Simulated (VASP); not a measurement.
# CaHf (Pmma) in VASP: a series of runs

CaHf is run at these levels: PBE; tasks: single point, relaxation of cell and atoms.

Everything below comes from runs of VASP 6.6.1. Logs are shortened: lines on timing, memory, paths and dates and some standing lists are left out, and cuts for length are marked.

## 1. The cell of the first run

It takes space group Pmma (No. 51, orthorhombic). Conventional cell: a = 5.216 Å, b = 3.452 Å, c = 5.326 Å, α = 90.00°, β = 90.00°, γ = 90.00°. Within 4.2 Å of Ca (site symmetry mm2) lie 8 Hf at 3.17 to 3.20 Å and 4 Ca at 3.28 to 3.45 Å. Within 4.2 Å of Hf (site symmetry mm2) lie 8 Ca at 3.17 to 3.20 Å and 4 Hf at 3.29 to 3.45 Å.

## 2. Single point, PBE

File INCAR:

```
  PREC = Accurate
  ENCUT = 520
  EDIFF = 1E-6
  ISMEAR = 0
  SIGMA = 0.1
  LREAL = False
  LASPH = True
  NELM = 60
  ALGO = Normal
  ISIF = 2
  LWAVE = False
  LCHARG = True
  GGA = PE
  LELF = True
  LVHAR = True
  NBANDS = 28
```

File KPOINTS:

```
regular mesh
0
Gamma
  4 6 4
```

File POSCAR:

```
CaHf
1.0
    5.2160358019      0.0000000000      0.0000000000
    0.0000000000      3.4517883983      0.0000000000
    0.0000000000      0.0000000000      5.3256163860
Ca Hf
2 2
Direct
    0.7500000000      0.0000000000      0.6870000000
    0.2500000000      0.0000000000      0.3130000000
    0.7500000000      0.5000000000      0.1880000000
    0.2500000000      0.5000000000      0.8120000000
```

Potentials or basis: VASP PAW PBE potentials, release 64 (Ca_sv, Hf_pv).

The run is started by

```console
$ cat potpaw_PBE.64/Ca_sv/POTCAR potpaw_PBE.64/Hf_pv/POTCAR > POTCAR
$ mpirun -np 1 vasp_std > vasp.out
```

OUTCAR:

```text
PREC = Accurate
   ENCUT = 520
   EDIFF = 1E-6
   ISMEAR = 0
   LREAL = False
   LASPH = True
   NELM = 60
   ISIF = 2
   GGA = PE

 ion  position               nearest neighbor table
   1  0.750  0.000  0.687-   3 3.17   3 3.17   3 3.18   3 3.18   4 3.20   4 3.20   4 3.20   4 3.20

   2  0.250  0.000  0.313-   4 3.17   4 3.17   4 3.18   4 3.18   3 3.20   3 3.20   3 3.20   3 3.20

   3  0.750  0.500  0.188-   1 3.17   1 3.17   1 3.18   1 3.18   2 3.20   2 3.20   2 3.20   2 3.20
                             4 3.29   4 3.29
   4  0.250  0.500  0.812-   2 3.17   2 3.17   2 3.18   2 3.18   1 3.20   1 3.20   1 3.20   1 3.20
                             3 3.29   3 3.29

  LATTYP: Found a simple orthorhombic cell.
 ALAT       =     3.4517883983
 B/A-ratio  =     1.5111111111
 C/A-ratio  =     1.5428571429

  Lattice vectors:

 A1 = (   0.0000000000,  -3.4517883983,   0.0000000000)
 A2 = (   5.2160358019,   0.0000000000,   0.0000000000)
 A3 = (   0.0000000000,   0.0000000000,   5.3256163860)

Analysis of symmetry for initial positions (statically):
=====================================================================
 Subroutine PRICEL returns:
 Original cell was already a primitive cell.

 Routine SETGRP: Setting up the symmetry group for a
 simple orthorhombic supercell.

 Subroutine GETGRP returns: Found  8 space group operations
 (whereof  4 operations were pure point group operations)
 out of a pool of  8 trial point group operations.

The static configuration has the point symmetry C_2h.
 The point group associated with its full space group is D_2h.

Analysis of symmetry for dynamics (positions and initial velocities):
=====================================================================
 Subroutine PRICEL returns:
 Original cell was already a primitive cell.

 Routine SETGRP: Setting up the symmetry group for a
 simple orthorhombic supercell.

 Subroutine GETGRP returns: Found  8 space group operations
 (whereof  4 operations were pure point group operations)
 out of a pool of  8 trial point group operations.

The dynamic configuration has the point symmetry C_2h.
 The point group associated with its full space group is D_2h.

 Subroutine INISYM returns: Found  8 space group operations
 (whereof  4 operations are pure point group operations),
 and found     1 'primitive' translations

----------------------------------------------------------------------------------------

                                     Primitive cell

  volume of cell :      95.8859

  direct lattice vectors                    reciprocal lattice vectors
     5.216035802  0.000000000  0.000000000     0.191716475  0.000000000  0.000000000
     0.000000000  3.451788398  0.000000000     0.000000000  0.289704896  0.000000000
     0.000000000  0.000000000  5.325616386     0.000000000  0.000000000  0.187771692

  length of vectors
     5.216035802  3.451788398  5.325616386     0.191716475  0.289704896  0.187771692

  position of ions in fractional coordinates (direct lattice)
     0.750000000  0.000000000  0.687000000
     0.250000000  0.000000000  0.313000000
     0.750000000  0.500000000  0.188000000
     0.250000000  0.500000000  0.812000000

  ion indices of the primitive-cell ions
   primitive index   ion index
                 1           1
                 2           2
                 3           3
                 4           4

----------------------------------------------------------------------------------------

 KPOINTS: regular mesh

Automatic generation of k-mesh.
 Grid dimensions read from file:
 generate k-points for:    4    6    4

 Generating k-lattice:

  Cartesian coordinates                     Fractional coordinates (reciprocal lattice)
     0.047929119  0.000000000  0.000000000     0.250000000  0.000000000  0.000000000
     0.000000000  0.048284149  0.000000000     0.000000000  0.166666667  0.000000000
     0.000000000  0.000000000  0.046942923     0.000000000  0.000000000  0.250000000

  Length of vectors
     0.047929119  0.048284149  0.046942923

  Shift w.r.t. Gamma in fractional coordinates (k-lattice)
     0.000000000  0.000000000  0.000000000

 Subroutine IBZKPT returns following result:
 ===========================================

 Found     36 irreducible k-points:

 Following reciprocal coordinates:
            Coordinates               Weight
  0.000000  0.000000  0.000000      1.000000
  0.250000  0.000000  0.000000      2.000000
  0.500000  0.000000  0.000000      1.000000
  0.000000  0.166667  0.000000      2.000000
  0.250000  0.166667  0.000000      4.000000
  0.500000  0.166667  0.000000      2.000000
[... 16 lines left out ...]
  0.250000  0.500000  0.250000      4.000000
  0.500000  0.500000  0.250000      2.000000
 [... further k-points ...]
   k-points           NKPTS =     36   k-points in BZ     NKDIM =     36   number of bands    NBANDS=     28
   number of dos      NEDOS =    301   number of ions     NIONS =      4
   total plane-waves  NPLWV =  44800
   dimension x,y,z NGX =    40 NGY =   28 NGZ =   40
   dimension x,y,z NGXF=    80 NGYF=   56 NGZF=   80
   ions per type =               2   2
   NGX,Y,Z   is equivalent  to a cutoff of  12.75, 13.49, 12.49 a.u.
   NGXF,Y,Z  is equivalent  to a cutoff of  25.50, 26.97, 24.97 a.u.
 SYSTEM =  unknown system
   PREC   = accura    normal or accurate (medium, high low for compatibility)
   ISTART =      0    job   : 0-new  1-cont  2-samecut
   ICHARG =      2    charge: 1-file 2-atom 10-const
   ISPIN  =      1    spin polarized calculation?
   LNONCOLLINEAR =      F non collinear calculations
   LSORBIT =      F    spin-orbit coupling
   LASPH  =      T    aspherical Exc in radial PAW
   ENCUT  =  520.0 eV  38.22 Ry    6.18 a.u.   9.70  6.42  9.90*2*pi/ulx,y,z
   NELM   =     60;   NELMIN=  2; NELMDL= -5     # of ELM steps
   EDIFF  = 0.1E-05   stopping-criterion for ELM
   LREAL  =      F    real-space projection
   EDIFFG = 0.1E-04   stopping-criterion for IOM
   NSW    =      0    number of steps for IOM
   IBRION =     -1    ionic relax: 0-MD 1-quasi-New 2-CG
   NFREE  =      0    steps in history (QN), initial steepest desc. (CG)
   ISIF   =      2    stress and relaxation
   ISYM   =      2    0-nonsym 1-usesym 2-fastsym
   POTIM  = 0.5000    time-step for ionic-motion
   TEBEG  =    0.0;   TEEND  =   0.0 temperature during run
   PSTRESS=    0.0 pullay stress
   NELECT =      40.0000    total number of electrons
   NUPDOWN=      -1.0000    fix difference up-down
   EMIN   =  10.00;   EMAX   =-10.00  energy-range for DOS
   EFERMI =   0.00;   METHOD = LEGACY
   ISMEAR =     0;   SIGMA  =   0.10  broadening in eV -4-tet -1-fermi 0-gaus
   EFERMI_NEDOS =   21; number of points for ismear=-14 and -15
   IALGO  =     38    algorithm
   IMIX   =      4    mixing-type and parameters
     AMIX     =   0.40;   BMIX     =  1.00
     AMIX_MAG =   1.60;   BMIX_MAG =  1.00
  volume/ion in A,a.u.               =      23.97       161.77
  Fermi-wavevector in a.u.,A,eV,Ry     =   1.223235  2.311579 20.358456  1.496304
  Thomas-Fermi vector in A             =   2.358353
   LORBIT       =      0    0 simple, 1 ext, 2 COOP (PROOUT), +10 PAW based schemes
   GGA     = PE    functional components
   LHFCALC =     F    Hartree Fock is set to
   AEXX    =    0.0000 exact exchange contribution
   IVDW    =     0    specifies the selected vdW correction
   LEPSILON=     F    determine dielectric tensor
   LRPA    =     F    only Hartree local field effects (RPA)
 non-spin polarized calculation
 Gauss-broadening in eV      SIGMA  =   0.10
  energy-cutoff  :      520.00
  volume of cell :       95.89
 maximum number of plane-waves:      2608
 NGX is ok and might be reduce to    40
   NGX = 19   NGY = 13   NGZ = 19

 number of electron      39.9999997 magnetization

 Free energy of the ion-electron system (eV)
  ---------------------------------------------------
  ext. energy  EPLUGINS =         0.00000000
  ---------------------------------------------------
  free energy    TOTEN  =       -20.64480657 eV

  energy without entropy =      -20.62070385  energy(sigma->0) =      -20.63275521

 E-fermi :   4.3030     XC(G=0): -10.3517

 val. band max:        4.2918190822   @ k =   0.0000   0.1667   0.5000
 cond. band min:       4.3140202099   @ k =   0.5000   0.5000   0.0000
 fundamental gap:      0.0222011277
 Fermi energy:         4.3030116773

 k-point     1 :       0.0000    0.0000    0.0000
  band No.  band energies     occupation
      1     -35.7116      2.00000
      2     -35.6631      2.00000
      3     -26.5613      2.00000
      4     -26.5369      2.00000
      5     -26.4592      2.00000
      6     -26.3547      2.00000
[... 20 lines left out ...]
     27       7.0692      0.00000
     28       7.1793      0.00000

 k-point     2 :       0.2500    0.0000    0.0000
  band No.  band energies     occupation
      1     -35.7049      2.00000
      2     -35.6706      2.00000
      3     -26.5620      2.00000
      4     -26.5450      2.00000
      5     -26.4371      2.00000
      6     -26.3633      2.00000
[... 20 lines left out ...]
     27       7.1596      0.00000
     28       7.4875      0.00000

 k-point     3 :       0.5000    0.0000    0.0000
  band No.  band energies     occupation
      1     -35.6881      2.00000
      2     -35.6881      2.00000
      3     -26.5575      2.00000
      4     -26.5575      2.00000
      5     -26.3939      2.00000
      6     -26.3939      2.00000
[... 20 lines left out ...]
     27       6.9476      0.00000
     28       6.9476      0.00000

 k-point     4 :       0.0000    0.1667    0.0000
  band No.  band energies     occupation
      1     -35.7054      2.00000
      2     -35.6567      2.00000
      3     -26.5553      2.00000
      4     -26.5307      2.00000
      5     -26.4541      2.00000
      6     -26.3963      2.00000
[... 578 lines left out ...]
     27       6.9187      0.00000
     28       7.3150      0.00000

 k-point    23 :       0.2500    0.5000    0.2500
  band No.  band energies     occupation
      1     -35.6781      2.00000
      2     -35.6453      2.00000
      3     -26.5399      2.00000
      4     -26.5283      2.00000
      5     -26.5260      2.00000
      6     -26.5054      2.00000
[... 20 lines left out ...]
     27       7.1706      0.00000
     28       7.7979      0.00000

 k-point    24 :       0.5000    0.5000    0.2500
  band No.  band energies     occupation
      1     -35.6616      2.00000
      2     -35.6616      2.00000
      3     -26.5420      2.00000
      4     -26.5420      2.00000
      5     -26.5185      2.00000
      6     -26.5185      2.00000
[... 20 lines left out ...]
     27       7.7158      0.00000
     28       7.7158      0.00000

 [... further k-points ...]
[... 5 lines left out ...]
  --------------------------------------------------------------------------------------
  -------------------------------------------------------------------------------------
  Total        4.6540977      3.4362787      7.8096237      0.0000000      0.0000000      0.0000000
  in kB       77.7663052     57.4175096    130.4926592      0.0000000      0.0000000      0.0000000
  external PRESSURE =      88.5588246 kB  Pullay stress =       0.0000000 kB

 VOLUME and BASIS-vectors are now :
 -----------------------------------------------------------------------------
  energy-cutoff  :      520.00
  volume of cell :       95.89
      direct lattice vectors                 reciprocal lattice vectors
     5.216035802  0.000000000  0.000000000     0.191716475  0.000000000  0.000000000
     0.000000000  3.451788398  0.000000000     0.000000000  0.289704896  0.000000000
     0.000000000  0.000000000  5.325616386     0.000000000  0.000000000  0.187771692

 POSITION                                       TOTAL-FORCE (eV/Angst)
 -----------------------------------------------------------------------------------
      3.91203      0.00000      3.65870         0.000000      0.000000      0.230875
      1.30401      0.00000      1.66692         0.000000      0.000000     -0.230875
      3.91203      1.72589      1.00122        -0.000000      0.000000     -0.701986
      1.30401      1.72589      4.32440         0.000000     -0.000000      0.701986
 -----------------------------------------------------------------------------------
    total drift:                                0.000000     -0.000000      0.000000

  FREE ENERGIE OF THE ION-ELECTRON SYSTEM (eV)
  ---------------------------------------------------
  free  energy   TOTEN  =       -20.6448065684 eV

  energy  without entropy=      -20.6207038522  energy(sigma->0) =      -20.63275521
```

Run time: 34 s. Hardware: 1 thread of Intel Xeon 6975P-C (Granite Rapids), shared host; peak memory 0.25 GiB.

Results:

```yaml
Free_energy: -20.6448 eV
Pressure: 8.9 GPa
Largest_force: 0.702 eV/Å
Band_gap_on_the_k_mesh: zero (band 20 reaches 4.84 eV, above the bottom of band 21 at 3.96 eV)
```

Forces on the atoms (eV/Å):
```
Ca   0.000  0.000  0.231
Ca   0.000  0.000 -0.231
Hf   0.000  0.000 -0.702
Hf   0.000  0.000  0.702
```

Caveat: spin-orbit coupling is left out, which moves the levels of the heavy elements.

## 3. Single point, PBE

This run uses another cell than the first one, of 29.21 Å³/atom, 1.218 times its volume.

File INCAR:

```
PREC = Accurate ; ENCUT = 520
EDIFF = 1E-7 ; ISMEAR = 0
SIGMA = 0.1 ; LREAL = False
LASPH = True ; NELM = 60
ALGO = Normal ; ISIF = 2
LWAVE = False ; LCHARG = False
GGA = PE ; NBANDS = 28
```

File KPOINTS:

```
Automatic mesh
0
Gamma
  4 6 4
```

File POSCAR:

```
CaHf
1.0
    5.1093914795      0.0000000000      0.0000000000
    0.0000000000      3.3321809687      0.0000000000
    0.0000000000      0.0000000000      6.8618199346
Ca Hf
2 2
Direct
    0.7500000000      0.0000000000      0.6709035203
    0.2500000000      0.0000000000      0.3290964797
    0.7500000000      0.5000000000      0.0964288623
    0.2500000000      0.5000000000      0.9035711377
```

Potentials or basis: VASP PAW PBE potentials, release 64 (Ca_sv, Hf_pv).

The run is started by

```console
$ cat potpaw_PBE.64/Ca_sv/POTCAR potpaw_PBE.64/Hf_pv/POTCAR > POTCAR
$ mpirun -np 1 vasp_std > vasp.out
```

OUTCAR:

```text
PREC = Accurate
   ENCUT = 520
   EDIFF = 1E-7
   ISMEAR = 0
   LREAL = False
   LASPH = True
   NELM = 60
   ISIF = 2
   GGA = PE

 ion  position               nearest neighbor table
   1  0.750  0.000  0.671-   3 3.36   3 3.36   4 3.44   4 3.44   4 3.44   4 3.44
   2  0.250  0.000  0.329-   4 3.36   4 3.36   3 3.44   3 3.44   3 3.44   3 3.44
   3  0.750  0.500  0.096-   4 2.88   4 2.88   1 3.36   1 3.36   2 3.44   2 3.44   2 3.44   2 3.44

   4  0.250  0.500  0.904-   3 2.88   3 2.88   2 3.36   2 3.36   1 3.44   1 3.44   1 3.44   1 3.44

  LATTYP: Found a simple orthorhombic cell.
 ALAT       =     3.3321809687
 B/A-ratio  =     1.5333475365
 C/A-ratio  =     2.0592578852

  Lattice vectors:

 A1 = (   0.0000000000,  -3.3321809687,   0.0000000000)
 A2 = (   5.1093914795,   0.0000000000,   0.0000000000)
 A3 = (   0.0000000000,   0.0000000000,   6.8618199346)

Analysis of symmetry for initial positions (statically):
=====================================================================
 Subroutine PRICEL returns:
 Original cell was already a primitive cell.

[... 170 lines left out ...]
  ext. energy  EPLUGINS =         0.00000000
  ---------------------------------------------------
  free energy    TOTEN  =       -21.85590830 eV

  energy without entropy =      -21.82818767  energy(sigma->0) =      -21.84204798

 E-fermi :   3.1013     XC(G=0):  -9.4472

 val. band max:        3.0987317100   @ k =   0.2500   0.1667   0.2500
 cond. band min:       3.1059513980   @ k =   0.5000   0.0000   0.0000
 fundamental gap:      0.0072196880
 Fermi energy:         3.1013417328

 k-point     1 :       0.0000    0.0000    0.0000
  band No.  band energies     occupation
      1     -37.7447      2.00000
      2     -37.7222      2.00000
      3     -27.7786      2.00000
      4     -27.5434      2.00000
      5     -27.4279      2.00000
      6     -27.3986      2.00000
[... 733 lines left out ...]
     27       6.2222      0.00000
     28       6.2222      0.00000

 [... further k-points ...]
[... 5 lines left out ...]
  --------------------------------------------------------------------------------------
  -------------------------------------------------------------------------------------
  Total       -0.0926578     -0.0111142      0.0128226      0.0000000      0.0000000      0.0000000
  in kB       -1.2707370     -0.1524234      0.1758526      0.0000000      0.0000000      0.0000000
  external PRESSURE =      -0.4157693 kB  Pullay stress =       0.0000000 kB

 VOLUME and BASIS-vectors are now :
 -----------------------------------------------------------------------------
  energy-cutoff  :      520.00
  volume of cell :      116.83
      direct lattice vectors                 reciprocal lattice vectors
     5.109391480  0.000000000  0.000000000     0.195718023  0.000000000  0.000000000
     0.000000000  3.332180969  0.000000000     0.000000000  0.300103749  0.000000000
     0.000000000  0.000000000  6.861819935     0.000000000  0.000000000  0.145733932

 POSITION                                       TOTAL-FORCE (eV/Angst)
 -----------------------------------------------------------------------------------
      3.83204      0.00000      4.60362        -0.000000      0.000000      0.000657
      1.27735      0.00000      2.25820         0.000000      0.000000     -0.000657
      3.83204      1.66609      0.66168         0.000000     -0.000000     -0.009904
      1.27735      1.66609      6.20014         0.000000      0.000000      0.009904
 -----------------------------------------------------------------------------------
    total drift:                                0.000000     -0.000000     -0.000000

  FREE ENERGIE OF THE ION-ELECTRON SYSTEM (eV)
  ---------------------------------------------------
  free  energy   TOTEN  =       -21.8559083026 eV

  energy  without entropy=      -21.8281876673  energy(sigma->0) =      -21.84204798
```

It took 56 s on 1 thread of Intel Xeon 6975P-C (Granite Rapids), shared host; peak memory 0.29 GiB.

Results:

```yaml
Free_energy: -21.8559 eV
Pressure: 0.0 GPa
Largest_force: 0.010 eV/Å
Band_gap_on_the_k_mesh: zero (band 20 reaches 3.54 eV, above the bottom of band 21 at 2.99 eV)
```

Forces on the atoms (eV/Å):
```
Ca   0.000  0.000  0.001
Ca   0.000  0.000 -0.001
Hf   0.000  0.000 -0.010
Hf   0.000  0.000  0.010
```

Stress tensor (GPa, compression positive):
```
-0.13  0.00  0.00
 0.00 -0.02  0.00
 0.00  0.00  0.02
```

Levels at points of the mesh, in eV from the Fermi level:
| k point | band 18 | band 19 | band 20 | band 21 | band 22 | band 23 |
| --- | --- | --- | --- | --- | --- | --- |
| (0.00, 0.00, 0.00) | -1.40 | -0.59 | 0.40 | 0.53 | 0.82 | 1.57 |
| (0.50, 0.00, 0.00) | -1.87 | 0.00 | 0.00 | 0.43 | 0.43 | 2.03 |
| (0.00, 0.50, 0.00) | -0.60 | -0.42 | -0.34 | 0.10 | 0.53 | 0.76 |
| (0.50, 0.50, 0.00) | -1.18 | -0.28 | -0.28 | 0.21 | 0.21 | 0.85 |
| (0.00, 0.00, 0.50) | -0.84 | -0.03 | -0.01 | 0.48 | 0.62 | 1.67 |
| (0.50, 0.00, 0.50) | -1.99 | -0.48 | -0.48 | 0.27 | 0.27 | 2.01 |
| (0.00, 0.50, 0.50) | -0.79 | -0.66 | -0.01 | 0.02 | 0.07 | 1.21 |
| (0.50, 0.50, 0.50) | -1.37 | -0.30 | -0.30 | 0.19 | 0.19 | 1.34 |

Caveat: spin-orbit coupling is left out, which moves the levels of the heavy elements.

(Part 1 of 2 ends here.)
